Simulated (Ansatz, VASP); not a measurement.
Ga in VASP and in Ansatz

```
Ga
1.0
     3.81696   -2.32663    0.00000
     3.81696    2.32663    0.00000
     0.00000    0.00000    4.48825
Ga
4
Direct
  0.66244 0.01553 0.24065
  0.00084 0.67046 0.74945
  0.32588 0.98706 0.74578
  0.98970 0.33291 0.24535
```

Change from the starting cell: atoms moved at random, drawn with an rms of 0.05 Å.

Alike in both runs: task single point; functional PBE; k mesh 7 × 7 × 6; occupations fermi-dirac, width 0.05 eV; no spin polarisation.

|  | VASP | Ansatz |
| --- | --- | --- |
| version | VASP 6.6.1 | Ansatz 0.2.0 |
| potentials or method | VASP PAW PBE potentials, release 64 (Ga_d) | Ansatz PAW |
| plane-wave cutoff (eV) | 520 | 420 |
| valence electrons in the cell | 52 | 52 |

Ansatz gave:

- gap on the k mesh at the Fermi level (eV): none
- pressure (GPa): 3.3
- traceless stress, the component that is largest in VASP (GPa): 1.39
- rms of the force components (eV/Å): 0.154

Problem. What did VASP give for the same quantities?

Solution. gap on the k mesh at the Fermi level (eV): none; pressure (GPa): 3.5; traceless stress, the component that is largest in VASP (GPa): 1.40; rms of the force components (eV/Å): 0.153.

Atom by atom the forces differ by 0.002 eV/Å (rms over components). A gap of «none» marks a metal or a gap that the smearing closes. The functional is the same, so the differences come from potentials, cutoffs and numerics.
